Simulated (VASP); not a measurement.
# Pb (Im-3m) in VASP: further runs

Pb is run at these levels: LDA; tasks: single point.

All numbers are computed with VASP 6.6.1; they aren't measurements. Logs are shortened: lines on timing, memory, paths and dates and some standing lists are left out, and cuts for length are marked.

## (1) The cell of the first run

The structure is cubic, space group Im-3m (No. 229). Conventional cell: a = 3.959 Å, b = 3.959 Å, c = 3.959 Å, α = 90.00°, β = 90.00°, γ = 90.00°. Within 4.5 Å of Pb (site symmetry m-3m) lie 14 Pb at 3.43 to 3.96 Å.

This isn't the form of Pb at room conditions, which is fcc.

## (2) Single point, LDA

INCAR

```
ALGO = Normal
EDIFF = 1E-6
ENCUT = 500
GGA = CA
GGA_COMPAT = False
ISIF = 2
ISMEAR = 1
LASPH = True
LCHARG = False
LREAL = False
LWAVE = False
NBANDS = 13
NELM = 120
PREC = Accurate
SIGMA = 0.15
```

KPOINTS

```
k-points
0
Gamma
  8 8 8
```

POSCAR

```
Pb
1.0
   -1.9796595000      1.9796595000      1.9796595000
    1.9796595000     -1.9796595000      1.9796595000
    1.9796595000      1.9796595000     -1.9796595000
Pb
1
Direct
    0.0000000000      0.0000000000      0.0000000000
```

Potentials or basis: VASP PAW LDA potentials, release 64 (Pb_d).

Launch:

```
$ cat potpaw_LDA.64/Pb_d/POTCAR > POTCAR
$ mpirun -np 1 vasp_std > vasp.out
```

OUTCAR:

```text
EDIFF = 1E-6
   ENCUT = 500
   GGA = CA
   ISIF = 2
   ISMEAR = 1
   LASPH = True
   LREAL = False
   NELM = 120
   PREC = Accurate

 ion  position               nearest neighbor table
   1  0.000  0.000  0.000-

  LATTYP: Found a body centered cubic cell.
 ALAT       =     3.9593190000

  Lattice vectors:

 A1 = (  -1.9796595000,   1.9796595000,   1.9796595000)
 A2 = (   1.9796595000,  -1.9796595000,   1.9796595000)
 A3 = (   1.9796595000,   1.9796595000,  -1.9796595000)

Analysis of symmetry for initial positions (statically):
=====================================================================
 Subroutine PRICEL returns:
 Original cell was already a primitive cell.

 Routine SETGRP: Setting up the symmetry group for a
 body centered cubic supercell.

 Subroutine GETGRP returns: Found 48 space group operations
 (whereof 48 operations were pure point group operations)
 out of a pool of 48 trial point group operations.

The static configuration has the point symmetry O_h .

Analysis of symmetry for dynamics (positions and initial velocities):
=====================================================================
 Subroutine PRICEL returns:
 Original cell was already a primitive cell.

 Routine SETGRP: Setting up the symmetry group for a
 body centered cubic supercell.

 Subroutine GETGRP returns: Found 48 space group operations
 (whereof 48 operations were pure point group operations)
 out of a pool of 48 trial point group operations.

The dynamic configuration has the point symmetry O_h .

 Subroutine INISYM returns: Found 48 space group operations
 (whereof 48 operations are pure point group operations),
 and found     1 'primitive' translations

----------------------------------------------------------------------------------------

                                     Primitive cell

  volume of cell :      31.0336

  direct lattice vectors                    reciprocal lattice vectors
    -1.979659500  1.979659500  1.979659500     0.000000000  0.252568687  0.252568687
     1.979659500 -1.979659500  1.979659500     0.252568687  0.000000000  0.252568687
     1.979659500  1.979659500 -1.979659500     0.252568687  0.252568687  0.000000000

  length of vectors
     3.428870836  3.428870836  3.428870836     0.357186062  0.357186062  0.357186062

  position of ions in fractional coordinates (direct lattice)
     0.000000000  0.000000000  0.000000000

  ion indices of the primitive-cell ions
   primitive index   ion index
                 1           1

----------------------------------------------------------------------------------------

 KPOINTS: k-points

Automatic generation of k-mesh.
 Grid dimensions read from file:
 generate k-points for:    8    8    8

 Generating k-lattice:

  Cartesian coordinates                     Fractional coordinates (reciprocal lattice)
     0.000000000  0.031571086  0.031571086     0.125000000  0.000000000  0.000000000
     0.031571086  0.000000000  0.031571086     0.000000000  0.125000000  0.000000000
     0.031571086  0.031571086  0.000000000     0.000000000  0.000000000  0.125000000

  Length of vectors
     0.044648258  0.044648258  0.044648258

  Shift w.r.t. Gamma in fractional coordinates (k-lattice)
     0.000000000  0.000000000  0.000000000

 Subroutine IBZKPT returns following result:
 ===========================================

 Found     29 irreducible k-points:

 Following reciprocal coordinates:
            Coordinates               Weight
  0.000000  0.000000  0.000000      1.000000
  0.125000  0.000000  0.000000     12.000000
  0.250000  0.000000  0.000000     12.000000
  0.375000  0.000000  0.000000     12.000000
  0.500000  0.000000  0.000000      6.000000
  0.125000  0.125000  0.000000     24.000000
[... 16 lines left out ...]
 -0.250000  0.250000  0.250000      6.000000
 -0.375000  0.375000  0.250000     24.000000
 [... further k-points ...]
   k-points           NKPTS =     29   k-points in BZ     NKDIM =     29   number of bands    NBANDS=     13
   number of dos      NEDOS =    301   number of ions     NIONS =      1
   total plane-waves  NPLWV =  21952
   dimension x,y,z NGX =    28 NGY =   28 NGZ =   28
   dimension x,y,z NGXF=    56 NGYF=   56 NGZF=   56
   ions per type =               1
   NGX,Y,Z   is equivalent  to a cutoff of  13.58, 13.58, 13.58 a.u.
   NGXF,Y,Z  is equivalent  to a cutoff of  27.15, 27.15, 27.15 a.u.
 SYSTEM =  unknown system
   PREC   = accura    normal or accurate (medium, high low for compatibility)
   ISTART =      0    job   : 0-new  1-cont  2-samecut
   ICHARG =      2    charge: 1-file 2-atom 10-const
   ISPIN  =      1    spin polarized calculation?
   LNONCOLLINEAR =      F non collinear calculations
   LSORBIT =      F    spin-orbit coupling
   LASPH  =      T    aspherical Exc in radial PAW
   ENCUT  =  500.0 eV  36.75 Ry    6.06 a.u.   6.25  6.25  6.25*2*pi/ulx,y,z
   NELM   =    120;   NELMIN=  2; NELMDL= -5     # of ELM steps
   EDIFF  = 0.1E-05   stopping-criterion for ELM
   LREAL  =      F    real-space projection
[... 7 lines left out ...]
   TEBEG  =    0.0;   TEEND  =   0.0 temperature during run
   PSTRESS=    0.0 pullay stress
   NELECT =      14.0000    total number of electrons
   NUPDOWN=      -1.0000    fix difference up-down
   EMIN   =  10.00;   EMAX   =-10.00  energy-range for DOS
   EFERMI =   0.00;   METHOD = LEGACY
   ISMEAR =     1;   SIGMA  =   0.15  broadening in eV -4-tet -1-fermi 0-gaus
   EFERMI_NEDOS =   21; number of points for ismear=-14 and -15
   IALGO  =     38    algorithm
   IMIX   =      4    mixing-type and parameters
     AMIX     =   0.40;   BMIX     =  1.00
     AMIX_MAG =   1.60;   BMIX_MAG =  1.00
  volume/ion in A,a.u.               =      31.03       209.42
  Fermi-wavevector in a.u.,A,eV,Ry     =   1.255568  2.372680 21.448929  1.576452
  Thomas-Fermi vector in A             =   2.389319
   LORBIT       =      0    0 simple, 1 ext, 2 COOP (PROOUT), +10 PAW based schemes
   GGA     = CA    functional components
   LHFCALC =     F    Hartree Fock is set to
   AEXX    =    0.0000 exact exchange contribution
   IVDW    =     0    specifies the selected vdW correction
   LEPSILON=     F    determine dielectric tensor
   LRPA    =     F    only Hartree local field effects (RPA)
 non-spin polarized calculation
 Methfessel and Paxton  Order N= 1 SIGMA  =   0.15
  energy-cutoff  :      500.00
  volume of cell :       31.03
 maximum number of plane-waves:       802
 NGX is ok and might be reduce to    28
   NGX = 13   NGY = 13   NGZ = 13

 number of electron      14.0000002 magnetization

 Free energy of the ion-electron system (eV)
  ---------------------------------------------------
  ext. energy  EPLUGINS =         0.00000000
  ---------------------------------------------------
  free energy    TOTEN  =        -4.21937415 eV

  energy without entropy =       -4.22007994  energy(sigma->0) =       -4.21960941

 E-fermi :   6.7943     XC(G=0): -10.3469

 val. band max:        6.7598870682   @ k =   0.5000   0.5000   0.3750
 cond. band min:       6.9251104956   @ k =   0.1250   0.1250   0.1250
 fundamental gap:      0.1652234273
 Fermi energy:         6.7943313111

 k-point     1 :       0.0000    0.0000    0.0000
  band No.  band energies     occupation
      1     -10.2935      2.00000
      2     -10.2935      2.00000
      3     -10.2935      2.00000
      4     -10.0646      2.00000
      5     -10.0646      2.00000
      6      -4.8627      2.00000
      7      14.1092      0.00000
      8      14.1092      0.00000
      9      14.1092      0.00000
     10      17.8758      0.00000
     11      17.8758      0.00000
     12      17.8758      0.00000
     13      18.3944      0.00000

 k-point     2 :       0.1250    0.0000    0.0000
  band No.  band energies     occupation
      1     -10.3053      2.00000
      2     -10.2796      2.00000
      3     -10.2417      2.00000
      4     -10.0772      2.00000
      5     -10.0658      2.00000
      6      -4.5526      2.00000
      7      11.5504      0.00000
      8      13.1977      0.00000
      9      13.7231      0.00000
     10      16.4484      0.00000
     11      17.1947      0.00000
     12      17.7170      0.00000
     13      19.6777      0.00000

 k-point     3 :       0.2500    0.0000    0.0000
  band No.  band energies     occupation
      1     -10.3335      2.00000
      2     -10.2630      2.00000
      3     -10.1138      2.00000
      4     -10.0955      2.00000
      5     -10.0684      2.00000
      6      -3.6303      2.00000
      7       7.7836     -0.00000
      8      11.6560      0.00000
      9      12.8384      0.00000
     10      15.1836      0.00000
     11      16.3554      0.00000
     12      18.3059      0.00000
     13      20.3321      0.00000
[... 305 lines left out ...]
 k-point    23 :      -0.2500    0.2500    0.2500
  band No.  band energies     occupation
      1     -10.2009      2.00000
      2     -10.1594      2.00000
      3     -10.1594      2.00000
      4     -10.1270      2.00000
      5     -10.1230      2.00000
      6      -2.4461      2.00000
      7       7.7940     -0.00000
      8       9.2695     -0.00000
      9       9.2695     -0.00000
     10      13.1601      0.00000
     11      19.9371      0.00000
     12      19.9371      0.00000
     13      20.2897      0.00000

 k-point    24 :      -0.3750    0.3750    0.2500
  band No.  band energies     occupation
      1     -10.2491      2.00000
      2     -10.1836      2.00000
      3     -10.1649      2.00000
      4     -10.0936      2.00000
      5     -10.0019      2.00000
      6      -1.1196      2.00000
      7       5.5786      2.00000
      8       8.2009     -0.00000
      9       8.9097     -0.00000
     10      13.1935      0.00000
     11      17.3757      0.00000
     12      19.7001      0.00000
     13      19.7277      0.00000

 [... further k-points ...]

------------------------ aborting loop because EDIFF is reached ----------------------------------------

  FORCE on cell =-STRESS in cart. coord.  units (eV):
  Direction    XX          YY          ZZ          XY          YZ          ZX
  --------------------------------------------------------------------------------------
  -------------------------------------------------------------------------------------
  Total       -0.5584377     -0.5584377     -0.5584377      0.0000000     -0.0000000     -0.0000000
  in kB      -28.8306105    -28.8306105    -28.8306105      0.0000000     -0.0000000     -0.0000000
  external PRESSURE =     -28.8306105 kB  Pullay stress =       0.0000000 kB

 VOLUME and BASIS-vectors are now :
 -----------------------------------------------------------------------------
  energy-cutoff  :      500.00
  volume of cell :       31.03
      direct lattice vectors                 reciprocal lattice vectors
    -1.979659500  1.979659500  1.979659500     0.000000000  0.252568687  0.252568687
     1.979659500 -1.979659500  1.979659500     0.252568687  0.000000000  0.252568687
     1.979659500  1.979659500 -1.979659500     0.252568687  0.252568687  0.000000000

 POSITION                                       TOTAL-FORCE (eV/Angst)
 -----------------------------------------------------------------------------------
      0.00000      0.00000      0.00000         0.000000      0.000000      0.000000
 -----------------------------------------------------------------------------------
    total drift:                               -0.000000     -0.000000     -0.000000

  FREE ENERGIE OF THE ION-ELECTRON SYSTEM (eV)
  ---------------------------------------------------
  free  energy   TOTEN  =        -4.2193741451 eV

  energy  without entropy=       -4.2200799382  energy(sigma->0) =       -4.21960941
```

It took 4 s on 1 thread of Intel Xeon Platinum 8481C at 2.70GHz (Sapphire Rapids), shared host; peak memory 0.14 GiB.

Results:

```yaml
Free_energy: -4.2194 eV
Pressure: -2.9 GPa
Band_gap_on_the_k_mesh: zero (bands 7 and 8 overlap by 9.22 eV)
```

Levels at points of the mesh, in eV from the Fermi level:
```
           k point  band 3  band 4  band 5  band 6  band 7  band 8  band 9  band 10  band 11  band 12
(0.00, 0.00, 0.00)  -17.09  -16.86  -16.86  -11.66    7.31    7.31    7.31    11.08    11.08    11.08
(0.50, 0.00, 0.00)  -16.87  -16.87  -16.72   -7.94   -3.98    3.29    5.01     7.47     8.87    13.74
(0.50, 0.50, 0.50)  -16.75  -16.75  -16.75   -5.33   -0.42   -0.42   -0.42     4.59     4.59    16.31
```

Caveat: spin-orbit coupling is left out, which moves the levels of the heavy elements.

(Part 1 of 2 ends here.)
